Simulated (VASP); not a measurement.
# La3GaRh3 (Pm-3m) in VASP: single point with PBE

Aim: the single point of La3GaRh3 with PBE.

Program: VASP 6.6.1. These are calculated values, not measurements. Logs are shortened: lines on timing, memory, paths and dates and some standing lists are left out, and cuts for length are marked.

**1. The cell of the first run**

Symmetry: Pm-3m, No. 221, cubic system. The conventional cell has a = 5.625 Å, b = 5.625 Å, c = 5.625 Å, α = 90.00°, β = 90.00°, γ = 90.00°. La (site symmetry 4/mmm) has 4 Rh at 2.81 Å and 2 Ga at 2.81 Å within 3.7 Å. Within 3.7 Å of Rh (site symmetry 4/mmm) lie 4 La at 2.81 Å. Within 3.7 Å of Ga (site symmetry m-3m) lie 6 La at 2.81 Å.

**2. Single point, PBE**

Contents of INCAR:

```
SYSTEM = La3GaRh3
PREC = Accurate ; ENCUT = 520
EDIFF = 1E-7 ; ISMEAR = -1
SIGMA = 0.1 ; LREAL = .False.
LASPH = .True. ; NELM = 60
ALGO = Normal ; ISIF = 2
LWAVE = .False. ; LCHARG = .True.
GGA = PE ; LELF = .True.
LVHAR = .True. ; NBANDS = 54
```

Contents of KPOINTS:

```
regular mesh
0
Gamma
  6 6 6
  0 0 0
```

Contents of POSCAR:

```
La3GaRh3
1.0
    5.6249279265      0.0000000000      0.0000000000
    0.0000000000      5.6249279265      0.0000000000
    0.0000000000      0.0000000000      5.6249279265
La Rh Ga
3 3 1
Direct
    0.5000000000      0.5000000000      0.0000000000
    0.0000000000      0.5000000000      0.5000000000
    0.5000000000      0.0000000000      0.5000000000
    0.5000000000      0.0000000000      0.0000000000
    0.0000000000      0.5000000000      0.0000000000
    0.0000000000      0.0000000000      0.5000000000
    0.5000000000      0.5000000000      0.5000000000
```

Potentials or basis: VASP PAW PBE potentials, release 64 (La, Rh_pv, Ga_d).

Run with:

```sh
cat potpaw_PBE.64/La/POTCAR potpaw_PBE.64/Rh_pv/POTCAR potpaw_PBE.64/Ga_d/POTCAR > POTCAR
mpirun -np 1 vasp_std > vasp.out
```

OUTCAR:

```text
SYSTEM = La3GaRh3
   PREC = Accurate
   ENCUT = 520
   EDIFF = 1E-7
   ISMEAR = -1
   LREAL = .False.
   LASPH = .True.
   NELM = 60
   ISIF = 2
   GGA = PE

 ion  position               nearest neighbor table
   1  0.500  0.500  0.000-   4 2.81   5 2.81   7 2.81   7 2.81   4 2.81   5 2.81
   2  0.000  0.500  0.500-   5 2.81   6 2.81   7 2.81   5 2.81   6 2.81   7 2.81
   3  0.500  0.000  0.500-   4 2.81   6 2.81   7 2.81   4 2.81   7 2.81   6 2.81
   4  0.500  0.000  0.000-   1 2.81   3 2.81   3 2.81   1 2.81
   5  0.000  0.500  0.000-   1 2.81   2 2.81   2 2.81   1 2.81
   6  0.000  0.000  0.500-   2 2.81   3 2.81   2 2.81   3 2.81
   7  0.500  0.500  0.500-   1 2.81   2 2.81   3 2.81   1 2.81   3 2.81   2 2.81

  LATTYP: Found a simple cubic cell.
 ALAT       =     5.6249279265

  Lattice vectors:

 A1 = (   5.6249279265,   0.0000000000,   0.0000000000)
 A2 = (   0.0000000000,   5.6249279265,   0.0000000000)
 A3 = (   0.0000000000,   0.0000000000,   5.6249279265)

Analysis of symmetry for initial positions (statically):
=====================================================================
 Subroutine PRICEL returns:
 Original cell was already a primitive cell.

 Routine SETGRP: Setting up the symmetry group for a
 simple cubic supercell.

 Subroutine GETGRP returns: Found 48 space group operations
 (whereof 48 operations were pure point group operations)
 out of a pool of 48 trial point group operations.

The static configuration has the point symmetry O_h .

Analysis of symmetry for dynamics (positions and initial velocities):
=====================================================================
 Subroutine PRICEL returns:
 Original cell was already a primitive cell.

 Routine SETGRP: Setting up the symmetry group for a
 simple cubic supercell.

 Subroutine GETGRP returns: Found 48 space group operations
 (whereof 48 operations were pure point group operations)
 out of a pool of 48 trial point group operations.

The dynamic configuration has the point symmetry O_h .

 Subroutine INISYM returns: Found 48 space group operations
 (whereof 48 operations are pure point group operations),
 and found     1 'primitive' translations

----------------------------------------------------------------------------------------

                                     Primitive cell

  volume of cell :     177.9717

  direct lattice vectors                    reciprocal lattice vectors
     5.624927926  0.000000000  0.000000000     0.177780056  0.000000000  0.000000000
     0.000000000  5.624927926  0.000000000     0.000000000  0.177780056  0.000000000
     0.000000000  0.000000000  5.624927926     0.000000000  0.000000000  0.177780056

  length of vectors
     5.624927926  5.624927926  5.624927926     0.177780056  0.177780056  0.177780056

  position of ions in fractional coordinates (direct lattice)
     0.500000000  0.500000000  0.000000000
     0.000000000  0.500000000  0.500000000
     0.500000000  0.000000000  0.500000000
     0.500000000  0.000000000  0.000000000
     0.000000000  0.500000000  0.000000000
     0.000000000  0.000000000  0.500000000
     0.500000000  0.500000000  0.500000000

  ion indices of the primitive-cell ions
   primitive index   ion index
                 1           1
                 2           2
                 3           3
                 4           4
                 5           5
                 6           6
                 7           7

----------------------------------------------------------------------------------------

 KPOINTS: regular mesh

Automatic generation of k-mesh.
 Grid dimensions read from file:
 generate k-points for:    6    6    6

 Generating k-lattice:

  Cartesian coordinates                     Fractional coordinates (reciprocal lattice)
     0.029630009  0.000000000  0.000000000     0.166666667  0.000000000  0.000000000
     0.000000000  0.029630009  0.000000000     0.000000000  0.166666667  0.000000000
     0.000000000  0.000000000  0.029630009     0.000000000  0.000000000  0.166666667

  Length of vectors
     0.029630009  0.029630009  0.029630009

  Shift w.r.t. Gamma in fractional coordinates (k-lattice)
     0.000000000  0.000000000  0.000000000

 Subroutine IBZKPT returns following result:
 ===========================================

 Found     20 irreducible k-points:

 Following reciprocal coordinates:
            Coordinates               Weight
  0.000000  0.000000  0.000000      1.000000
  0.166667  0.000000  0.000000      6.000000
  0.333333  0.000000  0.000000      6.000000
  0.500000  0.000000  0.000000      3.000000
  0.166667  0.166667  0.000000     12.000000
  0.333333  0.166667  0.000000     24.000000
[... 12 lines left out ...]
  0.500000  0.500000  0.333333      6.000000
  0.500000  0.500000  0.500000      1.000000
   k-points           NKPTS =     20   k-points in BZ     NKDIM =     20   number of bands    NBANDS=     54
   number of dos      NEDOS =    301   number of ions     NIONS =      7
   total plane-waves  NPLWV =  74088
   dimension x,y,z NGX =    42 NGY =   42 NGZ =   42
   dimension x,y,z NGXF=    84 NGYF=   84 NGZF=   84
   ions per type =               3   3   1
   NGX,Y,Z   is equivalent  to a cutoff of  12.41, 12.41, 12.41 a.u.
   NGXF,Y,Z  is equivalent  to a cutoff of  24.83, 24.83, 24.83 a.u.
 SYSTEM =  La3GaRh3
   PREC   = accura    normal or accurate (medium, high low for compatibility)
   ISTART =      0    job   : 0-new  1-cont  2-samecut
   ICHARG =      2    charge: 1-file 2-atom 10-const
   ISPIN  =      1    spin polarized calculation?
   LNONCOLLINEAR =      F non collinear calculations
   LSORBIT =      F    spin-orbit coupling
   LASPH  =      T    aspherical Exc in radial PAW
   ENCUT  =  520.0 eV  38.22 Ry    6.18 a.u.  10.46 10.46 10.46*2*pi/ulx,y,z
   NELM   =     60;   NELMIN=  2; NELMDL= -5     # of ELM steps
   EDIFF  = 0.1E-06   stopping-criterion for ELM
   LREAL  =      F    real-space projection
   EDIFFG = 0.1E-05   stopping-criterion for IOM
   NSW    =      0    number of steps for IOM
   IBRION =     -1    ionic relax: 0-MD 1-quasi-New 2-CG
   NFREE  =      0    steps in history (QN), initial steepest desc. (CG)
   ISIF   =      2    stress and relaxation
   ISYM   =      2    0-nonsym 1-usesym 2-fastsym
   POTIM  = 0.5000    time-step for ionic-motion
   TEBEG  =    0.0;   TEEND  =   0.0 temperature during run
   PSTRESS=    0.0 pullay stress
   NELECT =      91.0000    total number of electrons
   NUPDOWN=      -1.0000    fix difference up-down
   EMIN   =  10.00;   EMAX   =-10.00  energy-range for DOS
   EFERMI =   0.00;   METHOD = LEGACY
   ISMEAR =    -1;   SIGMA  =   0.10  broadening in eV -4-tet -1-fermi 0-gaus
   EFERMI_NEDOS =   21; number of points for ismear=-14 and -15
   IALGO  =     38    algorithm
   IMIX   =      4    mixing-type and parameters
     AMIX     =   0.40;   BMIX     =  1.00
     AMIX_MAG =   1.60;   BMIX_MAG =  1.00
  volume/ion in A,a.u.               =      25.42       171.57
  Fermi-wavevector in a.u.,A,eV,Ry     =   1.309097  2.473834 23.316762  1.713734
  Thomas-Fermi vector in A             =   2.439719
   LORBIT       =      0    0 simple, 1 ext, 2 COOP (PROOUT), +10 PAW based schemes
   GGA     = PE    functional components
   LHFCALC =     F    Hartree Fock is set to
   AEXX    =    0.0000 exact exchange contribution
   IVDW    =     0    specifies the selected vdW correction
   LEPSILON=     F    determine dielectric tensor
   LRPA    =     F    only Hartree local field effects (RPA)
 non-spin polarized calculation
  energy-cutoff  :      520.00
  volume of cell :      177.97
 maximum number of plane-waves:      4828
 NGX is ok and might be reduce to    42
   NGX = 21   NGY = 21   NGZ = 21

 number of electron      90.9999989 magnetization

 Free energy of the ion-electron system (eV)
  ---------------------------------------------------
  ext. energy  EPLUGINS =         0.00000000
  ---------------------------------------------------
  free energy    TOTEN  =       -37.90397636 eV

  energy without entropy =      -37.73349718  energy(sigma->0) =      -37.81873677

 E-fermi :   7.4876     XC(G=0): -10.4410

 val. band max:        7.4489189082   @ k =   0.3333   0.3333   0.1667
 cond. band min:       7.5033953520   @ k =   0.3333   0.3333   0.0000
 fundamental gap:      0.0544764438
 Fermi energy:         7.4876299170

 k-point     1 :       0.0000    0.0000    0.0000
  band No.  band energies     occupation
      1     -38.1838      2.00000
      2     -38.1838      2.00000
      3     -38.1838      2.00000
      4     -38.1832      2.00000
      5     -38.1832      2.00000
      6     -38.1832      2.00000
[... 46 lines left out ...]
     53       9.7411      0.00000
     54       9.7414      0.00000

 k-point     2 :       0.1667    0.0000    0.0000
  band No.  band energies     occupation
      1     -38.1840      2.00000
      2     -38.1838      2.00000
      3     -38.1838      2.00000
      4     -38.1834      2.00000
      5     -38.1833      2.00000
      6     -38.1833      2.00000
[... 46 lines left out ...]
     53       9.9469      0.00000
     54       9.9471      0.00000

 k-point     3 :       0.3333    0.0000    0.0000
  band No.  band energies     occupation
      1     -38.1843      2.00000
      2     -38.1837      2.00000
      3     -38.1837      2.00000
      4     -38.1837      2.00000
      5     -38.1834      2.00000
      6     -38.1834      2.00000
[... 46 lines left out ...]
     53       9.9892      0.00000
     54      10.0215      0.00000
[... 856 lines left out ...]
 k-point    19 :       0.5000    0.5000    0.3333
  band No.  band energies     occupation
      1     -38.1882      2.00000
      2     -38.1876      2.00000
      3     -38.1876      2.00000
      4     -38.1805      2.00000
      5     -38.1805      2.00000
      6     -38.1800      2.00000
[... 46 lines left out ...]
     53       8.8378      0.00000
     54       9.2019      0.00000

 k-point    20 :       0.5000    0.5000    0.5000
  band No.  band energies     occupation
      1     -38.1882      2.00000
      2     -38.1882      2.00000
      3     -38.1882      2.00000
      4     -38.1800      2.00000
      5     -38.1800      2.00000
      6     -38.1800      2.00000
[... 46 lines left out ...]
     53       8.7711      0.00001
     54       8.7711      0.00001

------------------------ aborting loop because EDIFF is reached ----------------------------------------

  FORCE on cell =-STRESS in cart. coord.  units (eV):
  Direction    XX          YY          ZZ          XY          YZ          ZX
  --------------------------------------------------------------------------------------
  -------------------------------------------------------------------------------------
  Total        5.6647006      5.6647006      5.6647006      0.0000000      0.0000000      0.0000000
  in kB       50.9960638     50.9960638     50.9960638      0.0000000      0.0000000      0.0000000
  external PRESSURE =      50.9960638 kB  Pullay stress =       0.0000000 kB

 VOLUME and BASIS-vectors are now :
 -----------------------------------------------------------------------------
  energy-cutoff  :      520.00
  volume of cell :      177.97
      direct lattice vectors                 reciprocal lattice vectors
     5.624927926  0.000000000  0.000000000     0.177780056  0.000000000  0.000000000
     0.000000000  5.624927926  0.000000000     0.000000000  0.177780056  0.000000000
     0.000000000  0.000000000  5.624927926     0.000000000  0.000000000  0.177780056

 POSITION                                       TOTAL-FORCE (eV/Angst)
 -----------------------------------------------------------------------------------
      2.81246      2.81246      0.00000         0.000000      0.000000      0.000000
      0.00000      2.81246      2.81246         0.000000      0.000000      0.000000
      2.81246      0.00000      2.81246         0.000000      0.000000      0.000000
      2.81246      0.00000      0.00000         0.000000      0.000000      0.000000
      0.00000      2.81246      0.00000         0.000000      0.000000      0.000000
      0.00000      0.00000      2.81246         0.000000      0.000000      0.000000
      2.81246      2.81246      2.81246         0.000000      0.000000      0.000000
 -----------------------------------------------------------------------------------
    total drift:                                0.000000      0.000000     -0.000000

  FREE ENERGIE OF THE ION-ELECTRON SYSTEM (eV)
  ---------------------------------------------------
  free  energy   TOTEN  =       -37.9039763636 eV

  energy  without entropy=      -37.7334971787  energy(sigma->0) =      -37.81873677
```

It took 7.8 min on 1 thread of Intel Xeon 8259CL, shared host; peak memory 0.37 GiB.

Results:

- Free energy: -37.9040 eV
- Pressure: 5.1 GPa
- Band gap on the k mesh: zero (an odd number of electrons rules out a gap without spin polarisation)

Caveat: the cell stands under pressure; spin-orbit coupling is left out, which moves the levels of the heavy elements.
